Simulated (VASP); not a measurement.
# Zn8O7 (a cell with a defect) in VASP: further runs, part 2 of 2

VASP 6.6.1. The steps go on from the part before.

## 3. Relaxation of the atoms, PBE (atoms taken out)

Input file INCAR:

```
PREC = Accurate
ENCUT = 520
EDIFF = 1E-6
ISMEAR = 0
SIGMA = 0.05
LREAL = Auto
LASPH = T
NELM = 100
ALGO = Normal
ISIF = 2
LWAVE = F
LCHARG = F
GGA = PE
IBRION = 2
NSW = 70
EDIFFG = -0.02
NELECT = 136.0
KPAR = 4
```

Input file KPOINTS:

```
Automatic mesh
0
Gamma
  4 4 4
```

Input file POSCAR:

```
Zn8O7
1.0
    5.6084659105      0.0000000000     -3.2791201819
   -5.6084659105      0.0000000000     -3.2791201819
    0.0000000000      5.6084659105      3.2791201819
Zn O
8 7
Direct
    0.4316771471      0.2500000000      0.1816771471
    0.9316771471      0.7500000000      0.1816771471
    0.0683228529      0.2500000000      0.8183228529
    0.5683228529      0.7500000000      0.8183228529
    0.0000000000      0.3183228529      0.3183228529
    0.5000000000      0.8183228529      0.3183228529
    0.0000000000      0.6816771471      0.6816771471
    0.5000000000      0.1816771471      0.6816771471
    0.2500000000      0.4315718545      0.1815718545
    0.7500000000      0.5684281455      0.8184281455
    0.2500000000      0.0684281455      0.8184281455
    0.1815718545      0.5000000000      0.6815718545
    0.6815718545      0.0000000000      0.6815718545
    0.8184281455      0.5000000000      0.3184281455
    0.3184281455      0.0000000000      0.3184281455
```

Potentials or basis: VASP PAW PBE potentials, release 64 (Zn, O).

On the command line:

```
cat potpaw_PBE.64/Zn/POTCAR potpaw_PBE.64/O/POTCAR > POTCAR
mpirun -np 4 vasp_std > vasp.out
```

OUTCAR:

```text
PREC = Accurate
   ENCUT = 520
   EDIFF = 1E-6
   ISMEAR = 0
   LREAL = Auto
   LASPH = T
   NELM = 100
   ISIF = 2
   GGA = PE
   IBRION = 2
   NSW = 70
   EDIFFG = -0.02
   NELECT = 136.0

 ion  position               nearest neighbor table
   1  0.432  0.250  0.182-  14 1.97  15 1.97   9 2.04  11 2.04   3 2.88
   2  0.932  0.750  0.182-  14 1.97  15 1.97  10 2.04   4 2.88
   3  0.068  0.250  0.818-  12 1.97  13 1.97   9 2.04  11 2.04   1 2.88
   4  0.568  0.750  0.818-  12 1.97  13 1.97  10 2.04   2 2.88
   5  0.000  0.318  0.318-   9 1.97  12 2.04  14 2.04   7 2.88
   6  0.500  0.818  0.318-   9 1.97  13 2.04  15 2.04   8 2.88
   7  0.000  0.682  0.682-  10 1.97  11 1.97  12 2.04  14 2.04   5 2.88
   8  0.500  0.182  0.682-  10 1.97  11 1.97  13 2.04  15 2.04   6 2.88
   9  0.250  0.432  0.182-   5 1.97   6 1.97   1 2.04   3 2.04
  10  0.750  0.568  0.818-   7 1.97   8 1.97   2 2.04   4 2.04
  11  0.250  0.068  0.818-   7 1.97   8 1.97   1 2.04   3 2.04
  12  0.182  0.500  0.682-   3 1.97   4 1.97   5 2.04   7 2.04
  13  0.682  0.000  0.682-   3 1.97   4 1.97   6 2.04   8 2.04
  14  0.818  0.500  0.318-   1 1.97   2 1.97   5 2.04   7 2.04
  15  0.318  0.000  0.318-   1 1.97   2 1.97   6 2.04   8 2.04

  LATTYP: Found a body centered tetragonal cell.
 ALAT       =     7.9315685547
 C/A-ratio  =     0.8268528877

  Lattice vectors:

 A1 = (   5.6084659105,   0.0000000000,  -3.2791201819)
 A2 = (  -5.6084659105,   0.0000000000,  -3.2791201819)
 A3 = (   0.0000000000,   5.6084659105,   3.2791201819)

Analysis of symmetry for initial positions (statically):
[... 1845 lines left out ...]

 number of electron     135.9999971 magnetization

------------------------ aborting loop because EDIFF is reached ----------------------------------------
[... 93 lines left out ...]
--------------------------------------- Ionic step       13  -------------------------------------------

 number of electron     135.9999974 magnetization

 Free energy of the ion-electron system (eV)
  ---------------------------------------------------
  ext. energy  EPLUGINS =         0.00000000
  ---------------------------------------------------
  free energy    TOTEN  =       -65.08637726 eV

  energy without entropy =      -65.08634242  energy(sigma->0) =      -65.08635984

 E-fermi :   0.4477     XC(G=0):  -9.9187

 val. band max:        0.3577338954   @ k =   0.0000   0.0000   0.0000
 cond. band min:       0.5375978011   @ k =   0.0000   0.0000   0.0000
 fundamental gap:      0.1798639057
 Fermi energy:         0.4476986265

 k-point     1 :       0.0000    0.0000    0.0000
  band No.  band energies     occupation
      1     -17.5478      2.00000
      2     -17.1614      2.00000
      3     -16.9959      2.00000
      4     -16.9428      2.00000
      5     -16.9393      2.00000
      6     -16.7517      2.00000
[... 1483 lines left out ...]
     79       8.4837      0.00000
     80       8.7824      0.00000
 [bands above 80 left out]

------------------------ aborting loop because EDIFF is reached ----------------------------------------

  FORCE on cell =-STRESS in cart. coord.  units (eV):
  Direction    XX          YY          ZZ          XY          YZ          ZX
  --------------------------------------------------------------------------------------
  -------------------------------------------------------------------------------------
  Total       -7.4807667     -7.4807667     -7.3540080      0.8620978      0.0000000      0.0000000
  in kB      -58.1006768    -58.1006768    -57.1161836      6.6956324      0.0000000      0.0000000
  external PRESSURE =     -57.7725124 kB  Pullay stress =       0.0000000 kB
[... 30 lines left out ...]
  FREE ENERGIE OF THE ION-ELECTRON SYSTEM (eV)
  ---------------------------------------------------
  free  energy   TOTEN  =       -65.0863772556 eV

  energy  without entropy=      -65.0863424228  energy(sigma->0) =      -65.08635984

 reached required accuracy - stopping structural energy minimisation
```

CONTCAR:

```text
Zn8O7
   1.00000000000000
     5.6084659104999997    0.0000000000000000   -3.2791201819000002
    -5.6084659104999997    0.0000000000000000   -3.2791201819000002
     0.0000000000000000    5.6084659104999997    3.2791201819000002
  Zn              O
     8     7
Direct
     0.4315626093773706    0.2411888223924538    0.1727514317698244
[... 19 lines left out ...]
  0.00000000E+00  0.00000000E+00  0.00000000E+00
  0.00000000E+00  0.00000000E+00  0.00000000E+00
  0.00000000E+00  0.00000000E+00  0.00000000E+00
  0.00000000E+00  0.00000000E+00  0.00000000E+00
  0.00000000E+00  0.00000000E+00  0.00000000E+00
  0.00000000E+00  0.00000000E+00  0.00000000E+00
  0.00000000E+00  0.00000000E+00  0.00000000E+00
  0.00000000E+00  0.00000000E+00  0.00000000E+00
  0.00000000E+00  0.00000000E+00  0.00000000E+00
  0.00000000E+00  0.00000000E+00  0.00000000E+00
  0.00000000E+00  0.00000000E+00  0.00000000E+00
```

It took 22 min on 4 MPI ranks of Intel Xeon Platinum 8259CL at 2.50GHz (Skylake/Cascade Lake), shared host; peak memory 0.46 GiB.

Results:

| Quantity | Value |
| --- | --- |
| Free energy | -65.0864 eV |
| Energy gained by relaxing | 69.2 meV/atom |
| Ionic steps | 13 |
| Largest force after relaxing | 0.018 eV/Å |

Forces on the atoms (eV/Å):
```
Zn  -0.007  0.003  0.000
Zn   0.001 -0.005  0.000
Zn  -0.003  0.007  0.000
Zn   0.005 -0.001  0.000
Zn   0.001 -0.001 -0.006
Zn   0.001 -0.001  0.006
Zn  -0.002  0.002 -0.010
Zn  -0.002  0.002  0.010
O   -0.009  0.009  0.000
O    0.013 -0.013  0.000
O    0.004 -0.004  0.000
O    0.002  0.003 -0.003
O    0.002  0.003  0.003
O   -0.003 -0.002 -0.003
O   -0.003 -0.002  0.003
```

Step by step:
```tsv
step	energy change (eV)	largest force (eV/Å)	pressure (GPa)
1	0.0000	1.5469	-11.13
2	-0.4809	1.1948	-9.49
3	-0.8070	0.8815	-6.78
4	-0.8125	1.1031	-6.34
5	-0.9870	0.4201	-5.82
6	-0.9957	0.3952	-5.66
7	-1.0284	0.2557	-5.70
8	-1.0285	0.2259	-5.69
9	-1.0357	0.0972	-5.71
10	-1.0358	0.0682	-5.72
11	-1.0372	0.0285	-5.79
12	-1.0372	0.0288	-5.77
13	-1.0373	0.0181	-5.78
```

Final structure:
```xyz
15
Lattice="5.6085 0.0000 -3.2791 -5.6085 0.0000 -3.2791 0.0000 5.6085 3.2791" Properties=species:S:1:pos:R:3 pbc="T T T"
Zn    1.0677    0.9689   -1.6396
Zn    1.3095    0.9524   -4.9187
Zn   -0.9689    4.5408    1.6396
Zn   -0.9524    4.2990   -1.6396
Zn   -1.8950    1.8950   -0.2294
Zn   -1.8950    1.8950   -3.0498
Zn    1.7415    3.8670   -3.2786
Zn    1.7415    3.8670   -0.0005
O    -0.9876    0.9876   -1.6396
O     0.9351    4.6733   -1.6396
O     1.0157    4.5927    1.6396
O    -1.8164    3.8389    0.0193
O     3.7921    3.8389   -0.0193
O     1.7695    1.8164   -3.2598
O     1.7695    1.8164   -0.0193
```

Caveat: the cell carries a net charge on a neutralising background, which shifts energy and pressure; the cell differs from its parent crystal (atoms taken out); the cell is charged against a uniform background, so pressure and absolute levels hang on convention.
